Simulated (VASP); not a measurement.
# BaTe (Fm-3m) in VASP: single point with PBE

Aim: the single point of BaTe with PBE.

All numbers are computed with VASP 6.6.1; they aren't measurements. Logs are shortened: lines on timing, memory, paths and dates and some standing lists are left out, and cuts for length are marked.

### 1 The cell of the first run

It takes space group Fm-3m (No. 225, cubic). Conventional cell: a = 7.065 Å, b = 7.065 Å, c = 7.065 Å, α = 90.00°, β = 90.00°, γ = 90.00°. Ba (site symmetry m-3m) has 6 Te at 3.53 Å within 4.6 Å. Te (site symmetry m-3m) has 6 Ba at 3.53 Å within 4.6 Å.

### 2 Single point, PBE

INCAR reads:

```
PREC = Accurate
ENCUT = 500
EDIFF = 1E-6
ISMEAR = 0
SIGMA = 0.05
LREAL = F
LASPH = T
NELM = 120
ALGO = Normal
ISIF = 2
LWAVE = F
LCHARG = T
GGA = PE
LELF = T
LVHAR = T
NBANDS = 15
GGA_COMPAT = F
```

KPOINTS reads:

```
Automatic mesh
0
Gamma
  8 8 8
```

POSCAR reads:

```
BaTe
1.0
    0.0000000000      3.5322559256      3.5322559256
    3.5322559256      0.0000000000      3.5322559256
    3.5322559256      3.5322559256      0.0000000000
Ba Te
1 1
Direct
    0.0000000000      0.0000000000      0.0000000000
    0.5000000000      0.5000000000      0.5000000000
```

Potentials or basis: VASP PAW PBE potentials, release 64 (Ba_sv, Te).

The run is started by

```console
$ cat potpaw_PBE.64/Ba_sv/POTCAR potpaw_PBE.64/Te/POTCAR > POTCAR
$ mpirun -np 1 vasp_std > vasp.out
```

OUTCAR:

```text
PREC = Accurate
   ENCUT = 500
   EDIFF = 1E-6
   ISMEAR = 0
   LREAL = F
   LASPH = T
   NELM = 120
   ISIF = 2
   GGA = PE

 ion  position               nearest neighbor table
   1  0.000  0.000  0.000-   2 3.53   2 3.53   2 3.53   2 3.53   2 3.53   2 3.53
   2  0.500  0.500  0.500-   1 3.53   1 3.53   1 3.53   1 3.53   1 3.53   1 3.53

  LATTYP: Found a face centered cubic cell.
 ALAT       =     7.0645118512

  Lattice vectors:

 A1 = (   0.0000000000,   3.5322559256,   3.5322559256)
 A2 = (   3.5322559256,   0.0000000000,   3.5322559256)
 A3 = (   3.5322559256,   3.5322559256,   0.0000000000)

Analysis of symmetry for initial positions (statically):
=====================================================================
 Subroutine PRICEL returns:
 Original cell was already a primitive cell.

 Routine SETGRP: Setting up the symmetry group for a
 face centered cubic supercell.

 Subroutine GETGRP returns: Found 48 space group operations
 (whereof 48 operations were pure point group operations)
 out of a pool of 48 trial point group operations.

The static configuration has the point symmetry O_h .

Analysis of symmetry for dynamics (positions and initial velocities):
=====================================================================
 Subroutine PRICEL returns:
 Original cell was already a primitive cell.

 Routine SETGRP: Setting up the symmetry group for a
 face centered cubic supercell.

 Subroutine GETGRP returns: Found 48 space group operations
 (whereof 48 operations were pure point group operations)
 out of a pool of 48 trial point group operations.

The dynamic configuration has the point symmetry O_h .

 Subroutine INISYM returns: Found 48 space group operations
 (whereof 48 operations are pure point group operations),
 and found     1 'primitive' translations

----------------------------------------------------------------------------------------

                                     Primitive cell

  volume of cell :      88.1427

  direct lattice vectors                    reciprocal lattice vectors
     0.000000000  3.532255926  3.532255926    -0.141552597  0.141552597  0.141552597
     3.532255926  0.000000000  3.532255926     0.141552597 -0.141552597  0.141552597
     3.532255926  3.532255926  0.000000000     0.141552597  0.141552597 -0.141552597

  length of vectors
     4.995364236  4.995364236  4.995364236     0.245176290  0.245176290  0.245176290

  position of ions in fractional coordinates (direct lattice)
     0.000000000  0.000000000  0.000000000
     0.500000000  0.500000000  0.500000000

  ion indices of the primitive-cell ions
   primitive index   ion index
                 1           1
                 2           2

----------------------------------------------------------------------------------------

 KPOINTS: Automatic mesh

Automatic generation of k-mesh.
 Grid dimensions read from file:
 generate k-points for:    8    8    8

 Generating k-lattice:

  Cartesian coordinates                     Fractional coordinates (reciprocal lattice)
    -0.017694075  0.017694075  0.017694075     0.125000000  0.000000000  0.000000000
     0.017694075 -0.017694075  0.017694075     0.000000000  0.125000000  0.000000000
     0.017694075  0.017694075 -0.017694075     0.000000000  0.000000000  0.125000000

  Length of vectors
     0.030647036  0.030647036  0.030647036

  Shift w.r.t. Gamma in fractional coordinates (k-lattice)
     0.000000000  0.000000000  0.000000000

 Subroutine IBZKPT returns following result:
 ===========================================

 Found     29 irreducible k-points:

 Following reciprocal coordinates:
            Coordinates               Weight
  0.000000  0.000000  0.000000      1.000000
  0.125000  0.000000  0.000000      8.000000
  0.250000  0.000000  0.000000      8.000000
  0.375000  0.000000  0.000000      8.000000
  0.500000  0.000000  0.000000      4.000000
  0.125000  0.125000  0.000000      6.000000
[... 16 lines left out ...]
  0.500000  0.250000  0.125000     48.000000
 -0.375000  0.250000  0.125000     24.000000
 [... further k-points ...]
   k-points           NKPTS =     29   k-points in BZ     NKDIM =     29   number of bands    NBANDS=     15
   number of dos      NEDOS =    301   number of ions     NIONS =      2
   total plane-waves  NPLWV =  46656
   dimension x,y,z NGX =    36 NGY =   36 NGZ =   36
   dimension x,y,z NGXF=    72 NGYF=   72 NGZF=   72
   ions per type =               1   1
   NGX,Y,Z   is equivalent  to a cutoff of  11.98, 11.98, 11.98 a.u.
   NGXF,Y,Z  is equivalent  to a cutoff of  23.96, 23.96, 23.96 a.u.
 SYSTEM =  unknown system
   PREC   = accura    normal or accurate (medium, high low for compatibility)
   ISTART =      0    job   : 0-new  1-cont  2-samecut
   ICHARG =      2    charge: 1-file 2-atom 10-const
   ISPIN  =      1    spin polarized calculation?
   LNONCOLLINEAR =      F non collinear calculations
   LSORBIT =      F    spin-orbit coupling
   LASPH  =      T    aspherical Exc in radial PAW
   ENCUT  =  500.0 eV  36.75 Ry    6.06 a.u.   9.11  9.11  9.11*2*pi/ulx,y,z
   NELM   =    120;   NELMIN=  2; NELMDL= -5     # of ELM steps
   EDIFF  = 0.1E-05   stopping-criterion for ELM
   LREAL  =      F    real-space projection
   EDIFFG = 0.1E-04   stopping-criterion for IOM
   NSW    =      0    number of steps for IOM
   IBRION =     -1    ionic relax: 0-MD 1-quasi-New 2-CG
   NFREE  =      0    steps in history (QN), initial steepest desc. (CG)
   ISIF   =      2    stress and relaxation
   ISYM   =      2    0-nonsym 1-usesym 2-fastsym
   POTIM  = 0.5000    time-step for ionic-motion
   TEBEG  =    0.0;   TEEND  =   0.0 temperature during run
   PSTRESS=    0.0 pullay stress
   NELECT =      16.0000    total number of electrons
   NUPDOWN=      -1.0000    fix difference up-down
   EMIN   =  10.00;   EMAX   =-10.00  energy-range for DOS
   EFERMI =   0.00;   METHOD = LEGACY
   ISMEAR =     0;   SIGMA  =   0.05  broadening in eV -4-tet -1-fermi 0-gaus
   EFERMI_NEDOS =   21; number of points for ismear=-14 and -15
   IALGO  =     38    algorithm
   IMIX   =      4    mixing-type and parameters
     AMIX     =   0.40;   BMIX     =  1.00
     AMIX_MAG =   1.60;   BMIX_MAG =  1.00
  volume/ion in A,a.u.               =      44.07       297.41
  Fermi-wavevector in a.u.,A,eV,Ry     =   0.926942  1.751667 11.690423  0.859222
  Thomas-Fermi vector in A             =   2.052959
   LORBIT       =      0    0 simple, 1 ext, 2 COOP (PROOUT), +10 PAW based schemes
   GGA     = PE    functional components
   LHFCALC =     F    Hartree Fock is set to
   AEXX    =    0.0000 exact exchange contribution
   IVDW    =     0    specifies the selected vdW correction
   LEPSILON=     F    determine dielectric tensor
   LRPA    =     F    only Hartree local field effects (RPA)
 non-spin polarized calculation
 Gauss-broadening in eV      SIGMA  =   0.05
  energy-cutoff  :      500.00
  volume of cell :       88.14
 maximum number of plane-waves:      2252
   NGX = 19   NGY = 19   NGZ = 19

 number of electron      16.0000000 magnetization

 Free energy of the ion-electron system (eV)
  ---------------------------------------------------
  ext. energy  EPLUGINS =         0.00000000
  ---------------------------------------------------
  free energy    TOTEN  =        -8.62854036 eV

  energy without entropy =       -8.62854036  energy(sigma->0) =       -8.62854036

 E-fermi :   2.3530     XC(G=0):  -8.1364

 val. band max:        2.1057910451   @ k =   0.0000   0.0000   0.0000
 cond. band min:       3.6836994398   @ k =   0.5000   0.5000   0.0000
 fundamental gap:      1.5779083947
 Fermi energy:         2.3530081999

 k-point     1 :       0.0000    0.0000    0.0000
  band No.  band energies     occupation
      1     -24.9863      2.00000
      2     -10.1308      2.00000
      3     -10.1308      2.00000
      4     -10.1308      2.00000
      5      -7.3755      2.00000
      6       2.1058      2.00000
      7       2.1058      2.00000
      8       2.1058      2.00000
      9       4.9104      0.00000
     10       5.0479      0.00000
     11       5.0479      0.00000
     12       5.0479      0.00000
     13       5.6360      0.00000
     14       5.6360      0.00000
     15       9.0894      0.00000

 k-point     2 :       0.1250    0.0000    0.0000
  band No.  band energies     occupation
      1     -24.9847      2.00000
      2     -10.1926      2.00000
      3     -10.1324      2.00000
      4     -10.1324      2.00000
      5      -7.2742      2.00000
      6       1.6061      2.00000
      7       1.8838      2.00000
      8       1.8838      2.00000
      9       5.0433      0.00000
     10       5.2371      0.00000
     11       5.2371      0.00000
     12       5.5915      0.00000
     13       6.0619      0.00000
     14       6.0619      0.00000
     15       9.5622      0.00000

 k-point     3 :       0.2500    0.0000    0.0000
  band No.  band energies     occupation
      1     -24.9807      2.00000
      2     -10.3285      2.00000
      3     -10.1363      2.00000
      4     -10.1363      2.00000
      5      -7.0383      2.00000
      6       0.7825      2.00000
      7       1.4687      2.00000
      8       1.4687      2.00000
      9       5.2179      0.00000
     10       5.7397      0.00000
     11       5.7397      0.00000
     12       6.8041      0.00000
     13       7.1062      0.00000
     14       7.1062      0.00000
     15      10.2739      0.00000
[... 343 lines left out ...]
 k-point    23 :       0.5000    0.2500    0.1250
  band No.  band energies     occupation
      1     -24.9745      2.00000
      2     -10.3932      2.00000
      3     -10.1996      2.00000
      4     -10.1574      2.00000
      5      -6.8967      2.00000
      6       0.3846      2.00000
      7       1.1313      2.00000
      8       1.3367      2.00000
      9       5.1895      0.00000
     10       6.5551      0.00000
     11       6.8973      0.00000
     12       7.0395      0.00000
     13       7.6692      0.00000
     14       9.2143      0.00000
     15       9.4298      0.00000

 k-point    24 :      -0.3750    0.2500    0.1250
  band No.  band energies     occupation
      1     -24.9732      2.00000
      2     -10.4159      2.00000
      3     -10.2021      2.00000
      4     -10.1658      2.00000
      5      -6.8569      2.00000
      6       0.3420      2.00000
      7       1.1066      2.00000
      8       1.1426      2.00000
      9       5.7830      0.00000
     10       6.0470      0.00000
     11       7.2413      0.00000
     12       7.4762      0.00000
     13       7.9516      0.00000
     14       8.8058      0.00000
     15       9.9744      0.00000

 [... further k-points ...]

------------------------ aborting loop because EDIFF is reached ----------------------------------------

  FORCE on cell =-STRESS in cart. coord.  units (eV):
  Direction    XX          YY          ZZ          XY          YZ          ZX
  --------------------------------------------------------------------------------------
  -------------------------------------------------------------------------------------
  Total        0.1661389      0.1661389      0.1661389      0.0000000      0.0000000     -0.0000000
  in kB        3.0199199      3.0199199      3.0199199      0.0000000      0.0000000     -0.0000000
  external PRESSURE =       3.0199199 kB  Pullay stress =       0.0000000 kB

 VOLUME and BASIS-vectors are now :
 -----------------------------------------------------------------------------
  energy-cutoff  :      500.00
  volume of cell :       88.14
      direct lattice vectors                 reciprocal lattice vectors
     0.000000000  3.532255926  3.532255926    -0.141552597  0.141552597  0.141552597
     3.532255926  0.000000000  3.532255926     0.141552597 -0.141552597  0.141552597
     3.532255926  3.532255926  0.000000000     0.141552597  0.141552597 -0.141552597

 POSITION                                       TOTAL-FORCE (eV/Angst)
 -----------------------------------------------------------------------------------
      0.00000      0.00000      0.00000        -0.000000      0.000000      0.000000
      3.53226      3.53226      3.53226         0.000000      0.000000     -0.000000
 -----------------------------------------------------------------------------------
    total drift:                                0.000000      0.000000      0.000000

  FREE ENERGIE OF THE ION-ELECTRON SYSTEM (eV)
  ---------------------------------------------------
  free  energy   TOTEN  =        -8.6285403576 eV

  energy  without entropy=       -8.6285403576  energy(sigma->0) =       -8.62854036
```

Run time: 27 s. Hardware: 1 thread of Intel Xeon Platinum 8259CL at 2.50GHz (Skylake/Cascade Lake), shared host; peak memory 0.22 GiB.

Results:

| Item | Value |
| --- | --- |
| Free energy | -8.6285 eV |
| Pressure | 0.3 GPa |
| Band gap on the k mesh | 1.58 eV, indirect (least direct gap 1.96 eV) |

Caveat: spin-orbit coupling is left out, which moves the levels of the heavy elements. PBE gaps usually lie below the measured ones, often by a third to a half.
